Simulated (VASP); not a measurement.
Here is a VASP 6.6.1 calculation.

File INCAR:

```
SYSTEM = HoO3
PREC     = Accurate       ! precision mode
ENCUT    = 600            ! plane-wave cutoff, eV
EDIFF    = 1E-6           ! SCF threshold, eV
ISMEAR   = 0              ! smearing method
SIGMA    = 0.1            ! smearing width, eV
LREAL    = .False.        ! projectors in reciprocal space
LASPH    = .True.         ! aspherical terms in the spheres
NELM     = 200            ! most SCF steps
ALGO     = Normal         ! electronic algorithm
ISIF     = 2              ! what is computed and relaxed
LWAVE    = .False.        ! write WAVECAR
LCHARG   = .True.         ! write CHGCAR
GGA      = PE             ! functional
LELF     = .True.         ! ELF
LVHAR    = .True.       
NBANDS   = 22             ! bands
GGA_COMPAT= .False.      
LMAXMIX  = 6              ! l up to which the mixer works
```

The input KPOINTS:

```
Automatic mesh
0
Gamma
  6 6 2
  0 0 0
```

The input POSCAR:

```
HoO3
1.0
    3.9413359962     -0.0000000042      0.0000000000
   -1.9706679945      3.4132970997      0.0000000000
    0.0000000000      0.0000000000      4.3854065519
Ho O
1 3
Direct
    0.0000000000      0.0000000000      0.5000000000
    0.0000000000      0.0000000000      0.0000000000
    0.6666666667      0.3333333333      0.6687268787
    0.6666666667      0.3333333333      0.3312731213
```

Potentials or basis: VASP PAW PBE potentials, release 64 (Ho_3, O), 4f in core.

Command:

```sh
$ cat potpaw_PBE.64/Ho_3/POTCAR potpaw_PBE.64/O/POTCAR > POTCAR
$ mpirun -np 1 vasp_std > vasp.out
```

(1) Predict the pressure.

(2) Predict the band gap on the k mesh.

(3) Predict the largest force.

Results:

(1) 0.9 GPa.

(2) zero (an odd number of electrons rules out a gap without spin polarisation).

(3) 0.322 eV/Å.

Caveat: the k points lie up to 0.72 Å⁻¹ apart, too coarse for converged energies and pressures of a metal; spin-orbit coupling is left out, which moves the levels of the heavy elements; the 4f electrons are frozen in the core, so they carry no moment and show no levels; an odd number of electrons without spin polarisation forces a metal; a magnetic or distorted state may lie lower; the run has no spin polarisation, though such a crystal can be magnetic.
